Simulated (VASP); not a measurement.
# MgS (Imm2) in VASP: single point with PBE

Aim: the single point of MgS with PBE.

Everything below comes from runs of VASP 6.6.1. Logs are shortened: lines on timing, memory, paths and dates and some standing lists are left out, and cuts for length are marked.

## (1) The cell of the first run

The structure is orthorhombic, space group Imm2 (No. 44). The conventional cell has a = 4.007 Å, b = 4.007 Å, c = 5.666 Å, α = 90.00°, β = 90.00°, γ = 90.00°. Mg (site symmetry mm2) has 4 S at 2.20 to 2.77 Å within 2.9 Å. S (site symmetry mm2) has 4 Mg at 2.20 to 2.77 Å within 2.9 Å.

## (2) Single point, PBE

INCAR

```
  PREC = Accurate
  ENCUT = 520
  EDIFF = 1E-6
  ISMEAR = 0
  SIGMA = 0.1
  LREAL = False
  LASPH = True
  NELM = 80
  ALGO = Normal
  ISIF = 2
  LWAVE = False
  LCHARG = False
  GGA = PE
  NBANDS = 11
```

KPOINTS

```
Automatic mesh
0
Gamma
  2 2 2
```

POSCAR

```
MgS
1.0
    0.0000000000      2.8331200468      2.8331200468
    2.8331200468      0.0000000000      2.8331200468
    2.8331200468      2.8331200468      0.0000000000
Mg S
1 1
Direct
    0.0000000000      0.0000000000      0.0000000000
    0.8382419368      0.6617580632      0.8382419368
```

Potentials or basis: VASP PAW PBE potentials, release 64 (Mg, S).

Started as:

```sh
$ cat potpaw_PBE.64/Mg/POTCAR potpaw_PBE.64/S/POTCAR > POTCAR
$ mpirun -np 1 vasp_std > vasp.out
```

OUTCAR:

```text
PREC = Accurate
   ENCUT = 520
   EDIFF = 1E-6
   ISMEAR = 0
   LREAL = False
   LASPH = True
   NELM = 80
   ISIF = 2
   GGA = PE

 ion  position               nearest neighbor table
   1  0.000  0.000  0.000-   2 2.20   2 2.20   2 2.77   2 2.77
   2  0.838  0.662  0.838-   1 2.20   1 2.20   1 2.77   1 2.77

  LATTYP: Found a face centered cubic cell.
 ALAT       =     5.6662400936

  Lattice vectors:

 A1 = (   0.0000000000,   2.8331200468,   2.8331200468)
 A2 = (   2.8331200468,   0.0000000000,   2.8331200468)
 A3 = (   2.8331200468,   2.8331200468,   0.0000000000)

Analysis of symmetry for initial positions (statically):
=====================================================================
 Subroutine PRICEL returns:
 Original cell was already a primitive cell.

 Routine SETGRP: Setting up the symmetry group for a
 face centered cubic supercell.

 Subroutine GETGRP returns: Found  4 space group operations
 (whereof  4 operations were pure point group operations)
 out of a pool of 48 trial point group operations.

The static configuration has the point symmetry C_2v.

Analysis of symmetry for dynamics (positions and initial velocities):
=====================================================================
 Subroutine PRICEL returns:
 Original cell was already a primitive cell.

 Routine SETGRP: Setting up the symmetry group for a
 face centered cubic supercell.

 Subroutine GETGRP returns: Found  4 space group operations
 (whereof  4 operations were pure point group operations)
 out of a pool of 48 trial point group operations.

The dynamic configuration has the point symmetry C_2v.

 Subroutine INISYM returns: Found  4 space group operations
 (whereof  4 operations are pure point group operations),
 and found     1 'primitive' translations

----------------------------------------------------------------------------------------

                                     Primitive cell

  volume of cell :      45.4805

  direct lattice vectors                    reciprocal lattice vectors
     0.000000000  2.833120047  2.833120047    -0.176483874  0.176483874  0.176483874
     2.833120047  0.000000000  2.833120047     0.176483874 -0.176483874  0.176483874
     2.833120047  2.833120047  0.000000000     0.176483874  0.176483874 -0.176483874

  length of vectors
     4.006636794  4.006636794  4.006636794     0.305679036  0.305679036  0.305679036

  position of ions in fractional coordinates (direct lattice)
     0.000000000  0.000000000  0.000000000
     0.838241937  0.661758063  0.838241937

  ion indices of the primitive-cell ions
   primitive index   ion index
                 1           1
                 2           2

----------------------------------------------------------------------------------------

 KPOINTS: Automatic mesh

Automatic generation of k-mesh.
 Grid dimensions read from file:
 generate k-points for:    2    2    2

 Generating k-lattice:

  Cartesian coordinates                     Fractional coordinates (reciprocal lattice)
    -0.088241937  0.088241937  0.088241937     0.500000000  0.000000000  0.000000000
     0.088241937 -0.088241937  0.088241937     0.000000000  0.500000000  0.000000000
     0.088241937  0.088241937 -0.088241937     0.000000000  0.000000000  0.500000000

  Length of vectors
     0.152839518  0.152839518  0.152839518

  Shift w.r.t. Gamma in fractional coordinates (k-lattice)
     0.000000000  0.000000000  0.000000000

 Subroutine IBZKPT returns following result:
 ===========================================

 Found      5 irreducible k-points:

 Following reciprocal coordinates:
            Coordinates               Weight
  0.000000  0.000000  0.000000      1.000000
  0.500000  0.000000  0.000000      2.000000
  0.000000  0.500000  0.000000      2.000000
  0.500000  0.500000  0.000000      2.000000
  0.500000  0.000000  0.500000      1.000000
   k-points           NKPTS =      5   k-points in BZ     NKDIM =      5   number of bands    NBANDS=     11
   number of dos      NEDOS =    301   number of ions     NIONS =      2
   total plane-waves  NPLWV =  27000
   dimension x,y,z NGX =    30 NGY =   30 NGZ =   30
   dimension x,y,z NGXF=    60 NGYF=   60 NGZF=   60
   ions per type =               1   1
   NGX,Y,Z   is equivalent  to a cutoff of  12.45, 12.45, 12.45 a.u.
   NGXF,Y,Z  is equivalent  to a cutoff of  24.90, 24.90, 24.90 a.u.
 SYSTEM =  unknown system
   PREC   = accura    normal or accurate (medium, high low for compatibility)
   ISTART =      0    job   : 0-new  1-cont  2-samecut
   ICHARG =      2    charge: 1-file 2-atom 10-const
   ISPIN  =      1    spin polarized calculation?
   LNONCOLLINEAR =      F non collinear calculations
   LSORBIT =      F    spin-orbit coupling
   LASPH  =      T    aspherical Exc in radial PAW
   ENCUT  =  520.0 eV  38.22 Ry    6.18 a.u.   7.45  7.45  7.45*2*pi/ulx,y,z
   NELM   =     80;   NELMIN=  2; NELMDL= -5     # of ELM steps
   EDIFF  = 0.1E-05   stopping-criterion for ELM
   LREAL  =      F    real-space projection
   EDIFFG = 0.1E-04   stopping-criterion for IOM
   NSW    =      0    number of steps for IOM
   IBRION =     -1    ionic relax: 0-MD 1-quasi-New 2-CG
   NFREE  =      0    steps in history (QN), initial steepest desc. (CG)
   ISIF   =      2    stress and relaxation
   ISYM   =      2    0-nonsym 1-usesym 2-fastsym
   POTIM  = 0.5000    time-step for ionic-motion
   TEBEG  =    0.0;   TEEND  =   0.0 temperature during run
   PSTRESS=    0.0 pullay stress
   NELECT =       8.0000    total number of electrons
   NUPDOWN=      -1.0000    fix difference up-down
   EMIN   =  10.00;   EMAX   =-10.00  energy-range for DOS
   EFERMI =   0.00;   METHOD = LEGACY
   ISMEAR =     0;   SIGMA  =   0.10  broadening in eV -4-tet -1-fermi 0-gaus
   EFERMI_NEDOS =   21; number of points for ismear=-14 and -15
   IALGO  =     38    algorithm
   IMIX   =      4    mixing-type and parameters
     AMIX     =   0.40;   BMIX     =  1.00
     AMIX_MAG =   1.60;   BMIX_MAG =  1.00
  volume/ion in A,a.u.               =      22.74       153.46
  Fermi-wavevector in a.u.,A,eV,Ry     =   0.917269  1.733386 11.447692  0.841382
  Thomas-Fermi vector in A             =   2.042218
   LORBIT       =      0    0 simple, 1 ext, 2 COOP (PROOUT), +10 PAW based schemes
   GGA     = PE    functional components
   LHFCALC =     F    Hartree Fock is set to
   AEXX    =    0.0000 exact exchange contribution
   IVDW    =     0    specifies the selected vdW correction
   LEPSILON=     F    determine dielectric tensor
   LRPA    =     F    only Hartree local field effects (RPA)
 non-spin polarized calculation
 Gauss-broadening in eV      SIGMA  =   0.10
  energy-cutoff  :      520.00
  volume of cell :       45.48
 maximum number of plane-waves:      1243
 NGX is ok and might be reduce to    30
   NGX = 15   NGY = 15   NGZ = 15

 number of electron       8.0000000 magnetization

 Free energy of the ion-electron system (eV)
  ---------------------------------------------------
  ext. energy  EPLUGINS =         0.00000000
  ---------------------------------------------------
  free energy    TOTEN  =        -7.11024629 eV

  energy without entropy =       -7.11024629  energy(sigma->0) =       -7.11024629

 E-fermi :   2.2502     XC(G=0):  -8.2388

 val. band max:        1.7906108341   @ k =   0.0000   0.0000   0.0000
 cond. band min:       4.5583503176   @ k =   0.0000   0.0000   0.0000
 fundamental gap:      2.7677394835
 Fermi energy:         2.2501893826

 k-point     1 :       0.0000    0.0000    0.0000
  band No.  band energies     occupation
      1      -9.9501      2.00000
      2       0.6729      2.00000
      3       1.4744      2.00000
      4       1.7906      2.00000
      5       4.5584      0.00000
      6       9.2097      0.00000
      7       9.2668      0.00000
      8       9.2746      0.00000
      9      11.8006      0.00000
     10      12.5917      0.00000
     11      14.1117      0.00000

 k-point     2 :       0.5000    0.0000    0.0000
  band No.  band energies     occupation
      1      -9.2943      2.00000
      2      -1.5783      2.00000
      3       0.3798      2.00000
      4       1.2979      2.00000
      5       6.1623      0.00000
      6       8.4994      0.00000
      7       8.9457      0.00000
      8       9.8109      0.00000
      9      13.3527      0.00000
     10      14.4168      0.00000
     11      15.1682      0.00000

 k-point     3 :       0.0000    0.5000    0.0000
  band No.  band energies     occupation
      1      -9.2115      2.00000
      2      -2.1646      2.00000
      3       0.9291      2.00000
      4       1.4164      2.00000
      5       6.1946      0.00000
      6       8.5415      0.00000
      7       9.3929      0.00000
      8       9.6742      0.00000
      9      13.2927      0.00000
     10      14.0147      0.00000
     11      14.1282      0.00000

 k-point     4 :       0.5000    0.5000    0.0000
  band No.  band energies     occupation
      1      -9.0183      2.00000
      2      -1.6942      2.00000
      3       0.3564      2.00000
      4       0.4423      2.00000
      5       4.9505      0.00000
      6       6.5904      0.00000
      7      11.8196      0.00000
      8      13.7134      0.00000
      9      13.8077      0.00000
     10      14.2298      0.00000
     11      15.3096      0.00000

 k-point     5 :       0.5000    0.0000    0.5000
  band No.  band energies     occupation
      1      -9.0482      2.00000
      2      -1.4300      2.00000
      3      -0.2412      2.00000
      4       0.6100      2.00000
      5       5.0675      0.00000
      6       6.9627      0.00000
      7      11.9541      0.00000
      8      13.3157      0.00000
      9      13.5399      0.00000
     10      14.4070      0.00000
     11      15.3732      0.00000

------------------------ aborting loop because EDIFF is reached ----------------------------------------

  FORCE on cell =-STRESS in cart. coord.  units (eV):
  Direction    XX          YY          ZZ          XY          YZ          ZX
  --------------------------------------------------------------------------------------
  -------------------------------------------------------------------------------------
  Total        3.4900349      1.2857298      3.4900349      0.0000000      0.0000000      3.0453018
  in kB      122.9462903     45.2934470    122.9462903      0.0000000      0.0000000    107.2793142
  external PRESSURE =      97.0620092 kB  Pullay stress =       0.0000000 kB

 VOLUME and BASIS-vectors are now :
 -----------------------------------------------------------------------------
  energy-cutoff  :      520.00
  volume of cell :       45.48
      direct lattice vectors                 reciprocal lattice vectors
     0.000000000  2.833120047  2.833120047    -0.176483874  0.176483874  0.176483874
     2.833120047  0.000000000  2.833120047     0.176483874 -0.176483874  0.176483874
     2.833120047  2.833120047  0.000000000     0.176483874  0.176483874 -0.176483874

 POSITION                                       TOTAL-FORCE (eV/Angst)
 -----------------------------------------------------------------------------------
      0.00000      0.00000      0.00000         0.000000      2.363825      0.000000
      4.24968      4.74968      4.24968        -0.000000     -2.363825     -0.000000
 -----------------------------------------------------------------------------------
    total drift:                               -0.000000     -0.000086     -0.000000

  FREE ENERGIE OF THE ION-ELECTRON SYSTEM (eV)
  ---------------------------------------------------
  free  energy   TOTEN  =        -7.1102462909 eV

  energy  without entropy=       -7.1102462909  energy(sigma->0) =       -7.11024629
```

It took 4.4 s on 1 thread of Intel Xeon Platinum 8375C at 2.90GHz (Ice Lake), shared host; peak memory 0.16 GiB.

Results:

```
Free energy            : -7.1102 eV
Pressure               : 9.7 GPa
Largest force          : 2.364 eV/Å
Band gap on the k mesh : 2.77 eV, direct
```

Forces on the atoms (eV/Å):
```
Mg   0.000  2.364  0.000
S    0.000 -2.364  0.000
```

Caveat: the k points lie up to 0.96 Å⁻¹ apart; forces of over 1 eV/Å act on the atoms, so gaps and moduli don't describe the material at rest. Expect the measured gap to be larger: semilocal functionals such as PBE lack the derivative discontinuity.
